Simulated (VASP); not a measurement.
# GeW (Fm-3m) in VASP: further runs, part 2 of 2

VASP 6.6.1. The steps go on from the part before.

## 3. Vibrations by perturbation theory, PBEsol

INCAR reads:

```
ALGO = Normal ; EDIFF = 1E-8
ENCUT = 520 ; GGA = PS
IBRION = 8 ; ISIF = 2
ISMEAR = -1 ; LASPH = True
LCHARG = False ; LREAL = False
LWAVE = False ; NBANDS = 21
NELM = 80 ; NSW = 1
PREC = Accurate ; SIGMA = 0.05
```

KPOINTS reads:

```
k-points
0
Gamma
  9 9 9
```

POSCAR reads:

```
GeW
1.0
    0.0000000000      2.5776100000      2.5776100000
    2.5776100000      0.0000000000      2.5776100000
    2.5776100000      2.5776100000      0.0000000000
Ge W
1 1
Direct
    0.5000000000      0.5000000000      0.5000000000
    0.0000000000      0.0000000000      0.0000000000
```

Potentials or basis: VASP PAW PBE potentials, release 64 (Ge_d, W_sv).

On the command line:

```sh
> cat potpaw_PBE.64/Ge_d/POTCAR potpaw_PBE.64/W_sv/POTCAR > POTCAR
> mpirun -np 1 vasp_std > vasp.out
```

OUTCAR:

```text
EDIFF = 1E-8
   ENCUT = 520
   GGA = PS
   IBRION = 8
   ISIF = 2
   ISMEAR = -1
   LASPH = True
   LREAL = False
   NELM = 80
   NSW = 1
   PREC = Accurate

 ion  position               nearest neighbor table
   1  0.500  0.500  0.500-   2 2.58   2 2.58   2 2.58   2 2.58   2 2.58   2 2.58
   2  0.000  0.000  0.000-   1 2.58   1 2.58   1 2.58   1 2.58   1 2.58   1 2.58

  LATTYP: Found a face centered cubic cell.
 ALAT       =     5.1552200000

  Lattice vectors:

 A1 = (   0.0000000000,   2.5776100000,   2.5776100000)
 A2 = (   2.5776100000,   0.0000000000,   2.5776100000)
 A3 = (   2.5776100000,   2.5776100000,   0.0000000000)

Analysis of symmetry for initial positions (statically):
=====================================================================
 Subroutine PRICEL returns:
 Original cell was already a primitive cell.

 Routine SETGRP: Setting up the symmetry group for a
 face centered cubic supercell.

 Subroutine GETGRP returns: Found 48 space group operations
 (whereof 48 operations were pure point group operations)
 out of a pool of 48 trial point group operations.

The static configuration has the point symmetry O_h .

Analysis of symmetry for dynamics (positions and initial velocities):
=====================================================================
 Subroutine PRICEL returns:
 Original cell was already a primitive cell.

 Routine SETGRP: Setting up the symmetry group for a
 face centered cubic supercell.

 Subroutine GETGRP returns: Found 48 space group operations
 (whereof 48 operations were pure point group operations)
 out of a pool of 48 trial point group operations.

The dynamic configuration has the point symmetry O_h .

 Subroutine INISYM returns: Found 48 space group operations
 (whereof 48 operations are pure point group operations),
 and found     1 'primitive' translations

----------------------------------------------------------------------------------------

                                     Primitive cell

  volume of cell :      34.2517

  direct lattice vectors                    reciprocal lattice vectors
     0.000000000  2.577610000  2.577610000    -0.193978143  0.193978143  0.193978143
     2.577610000  0.000000000  2.577610000     0.193978143 -0.193978143  0.193978143
     2.577610000  2.577610000  0.000000000     0.193978143  0.193978143 -0.193978143

  length of vectors
     3.645291021  3.645291021  3.645291021     0.335979998  0.335979998  0.335979998

  position of ions in fractional coordinates (direct lattice)
     0.500000000  0.500000000  0.500000000
     0.000000000  0.000000000  0.000000000

  ion indices of the primitive-cell ions
   primitive index   ion index
                 1           1
                 2           2

[... 122 lines left out ...]
 val. band max:        8.8500129019   @ k =  -0.3333   0.3333   0.1111
 cond. band min:       8.8941887799   @ k =   0.3333   0.1111   0.0000
 fundamental gap:      0.0441758780
 Fermi energy:         8.8881986640

 k-point     1 :       0.0000    0.0000    0.0000
  band No.  band energies     occupation
      1     -65.5725      2.00000
      2     -29.7516      2.00000
      3     -29.7516      2.00000
      4     -29.7516      2.00000
      5     -15.4661      2.00000
      6     -15.4661      2.00000
[... 565 lines left out ...]
     20      20.7472      0.00000
     21      23.6908      0.00000

 [... further k-points ...]

------------------------ aborting loop because EDIFF is reached ----------------------------------------

  FORCE on cell =-STRESS in cart. coord.  units (eV):
  Direction    XX          YY          ZZ          XY          YZ          ZX
  --------------------------------------------------------------------------------------
  -------------------------------------------------------------------------------------
  Total       -1.1774101     -1.1774101     -1.1774101      0.0000000     -0.0000000      0.0000000
  in kB      -55.0752806    -55.0752806    -55.0752806      0.0000000     -0.0000000      0.0000000
  external PRESSURE =     -55.0752806 kB  Pullay stress =       0.0000000 kB

 VOLUME and BASIS-vectors are now :
 -----------------------------------------------------------------------------
  energy-cutoff  :      520.00
  volume of cell :       34.25
      direct lattice vectors                 reciprocal lattice vectors
     0.000000000  2.577610000  2.577610000    -0.193978143  0.193978143  0.193978143
     2.577610000  0.000000000  2.577610000     0.193978143 -0.193978143  0.193978143
     2.577610000  2.577610000  0.000000000     0.193978143  0.193978143 -0.193978143

 POSITION                                       TOTAL-FORCE (eV/Angst)
 -----------------------------------------------------------------------------------
      2.57761      2.57761      2.57761         0.000000      0.000000      0.000000
      0.00000      0.00000      0.00000        -0.000000      0.000000     -0.000000
 -----------------------------------------------------------------------------------
    total drift:                                0.000000      0.000000      0.000000

  FREE ENERGIE OF THE ION-ELECTRON SYSTEM (eV)
  ---------------------------------------------------
  free  energy   TOTEN  =       -17.0517322421 eV

  energy  without entropy=      -17.0278345310  energy(sigma->0) =      -17.03978339

[... ionic steps 2 to 3 ...]

--------------------------------------- Ionic step        4  -------------------------------------------

------------------------ aborting loop because EDIFF is reached ----------------------------------------

[... ionic steps 5 to 6 ...]

--------------------------------------- Ionic step        7  -------------------------------------------

 Free energy of the ion-electron system (eV)
  ---------------------------------------------------
  ---------------------------------------------------
  free energy    TOTEN  =        -0.30171640 eV

  energy without entropy =       -0.30171641

------------------------ aborting loop because EDIFF is reached ----------------------------------------

 INTERNAL STRAIN TENSOR  FOR ION    2  DIRECTION 1   (eV/Angst):
 -----------------------------------------------------------------------------
     0.00543  0.00000 -0.00000
     0.00000 -0.00114 -0.00000
    -0.00000 -0.00000 -0.00114

 INTERNAL STRAIN TENSOR FOR ION    2 for displacements in x,y,z  (eV/Angst):
          X           Y           Z          XY          YZ          ZX
  --------------------------------------------------------------------------------
  x     0.00000     0.00000     0.00000     0.00000     0.00000     0.00000
  y     0.00000     0.00000     0.00000     0.00000     0.00000     0.00000
  z     0.00000     0.00000     0.00000     0.00000     0.00000     0.00000

 SECOND DERIVATIVES (NOT SYMMETRIZED)
 ------------------------------------
               1X          1Y          1Z          2X          2Y          2Z
  1X    -8.686572    0.000000    0.000000    8.686572    0.000000    0.000000
  1Y     0.000000   -8.686572    0.000000    0.000000    8.686572    0.000000
  1Z     0.000000    0.000000   -8.686572    0.000000    0.000000    8.686572
  2X     8.734876    0.000000    0.000000   -8.734876    0.000000    0.000000
  2Y     0.000000    8.734876    0.000000    0.000000   -8.734876    0.000000
  2Z     0.000000    0.000000    8.734876    0.000000    0.000000   -8.734876

 Eigenvectors and eigenvalues of the dynamical matrix
 ----------------------------------------------------

   1 f  =    6.391410 THz    40.158412 2PiTHz  213.194481 cm-1    26.432735 meV
             X         Y         Z           dx          dy          dz
      2.577610  2.577610  2.577610     0.000000    0.846019    0.000000
      0.000000  0.000000  0.000000     0.000000   -0.533153    0.000000
[... 21 lines left out ...]
   6 f/i=    0.007993 THz     0.050224 2PiTHz    0.266633 cm-1     0.033058 meV
             X         Y         Z           dx          dy          dz
      2.577610  2.577610  2.577610     0.000000    0.000000   -0.533153
      0.000000  0.000000  0.000000     0.000000    0.000000   -0.846019

--------------------------------------------------------------------------------------------------------

 ELASTIC MODULI CONTR FROM IONIC RELAXATION (kBar)
 Direction    XX          YY          ZZ          XY          YZ          ZX
 --------------------------------------------------------------------------------
 XX           0.0000      0.0000      0.0000      0.0000      0.0000      0.0000
 YY           0.0000      0.0000      0.0000      0.0000      0.0000      0.0000
 ZZ           0.0000      0.0000      0.0000      0.0000      0.0000      0.0000
 XY           0.0000      0.0000      0.0000      0.0000      0.0000      0.0000
 YZ           0.0000      0.0000      0.0000      0.0000      0.0000      0.0000
 ZX           0.0000      0.0000      0.0000      0.0000      0.0000      0.0000
 --------------------------------------------------------------------------------
```

Run time: 1.9 min. Hardware: 1 thread of Intel Xeon 6975P-C (Granite Rapids), shared host; peak memory 0.25 GiB.

What came out:

```
Highest phonon frequency at Γ : 213 cm⁻¹
```

Phonon frequencies in cm⁻¹ (negative: imaginary):
```csv
q point,frequencies
"(0.000, 0.000, 0.000)",0 0 0 213 213 213
```

Caveat: the cell stands under pressure or tension, which shifts response properties; the PAW data sets were made with another functional, which shifts forces and pressure a little; spin-orbit coupling is left out, which moves the levels of the heavy elements.

## 4. Elastic constants, PBE

INCAR reads:

```
SYSTEM = GeW
PREC     = Accurate       ! precision mode
ENCUT    = 600            ! plane-wave cutoff, eV
EDIFF    = 1E-8           ! SCF threshold, eV
ISMEAR   = -1             ! smearing method
SIGMA    = 0.05           ! smearing width, eV
LREAL    = .False.        ! projectors in reciprocal space
LASPH    = .True.         ! aspherical terms in the spheres
NELM     = 60             ! most SCF steps
ALGO     = Normal         ! electronic algorithm
ISIF     = 3              ! what is computed and relaxed
LWAVE    = .False.        ! write WAVECAR
LCHARG   = .False.        ! write CHGCAR
GGA      = PE             ! functional
NBANDS   = 21             ! bands
IBRION   = 6              ! ionic algorithm
NFREE    = 2            
POTIM    = 0.015          ! step
NSW      = 1              ! ionic steps
```

KPOINTS reads:

```
regular mesh
0
Gamma
  7 7 7
  0 0 0
```

POSCAR is that of step 3.

On the command line:

```sh
> cat potpaw_PBE.64/Ge_d/POTCAR potpaw_PBE.64/W_sv/POTCAR > POTCAR
> mpirun -np 1 vasp_std > vasp.out
```

It took 5.5 min on 1 thread of Intel Xeon 6975P-C (Granite Rapids), shared host; peak memory 0.28 GiB.

The run converged. Its results:

```yaml
Elastic_constants_C11_C12_C44: 335, 92, 3 GPa
Voigt_bulk_modulus: 173 GPa
Highest_phonon_frequency_at_Γ: 218 cm⁻¹
```

Phonon frequencies in cm⁻¹ (negative: imaginary):
| q point | frequencies |
| --- | --- |
| (0.000, 0.000, 0.000) | 0 0 0 218 218 218 |

Elastic tensor in Voigt notation (GPa, in the Cartesian axes of the cell as first typed):
```
335  92  92   0   0   0
 92 335  92   0   0   0
 92  92 335   0   0   0
  0   0   0   3   0   0
  0   0   0   0   3   0
  0   0   0   0   0   3
```

Clamped-ion elastic tensor (GPa):
```
335  92  92   0   0   0
 92 335  92   0   0   0
 92  92 335   0   0   0
  0   0   0   3   0   0
  0   0   0   0   3   0
  0   0   0   0   0   3
```

Caveat: spin-orbit coupling is left out, which moves the levels of the heavy elements.
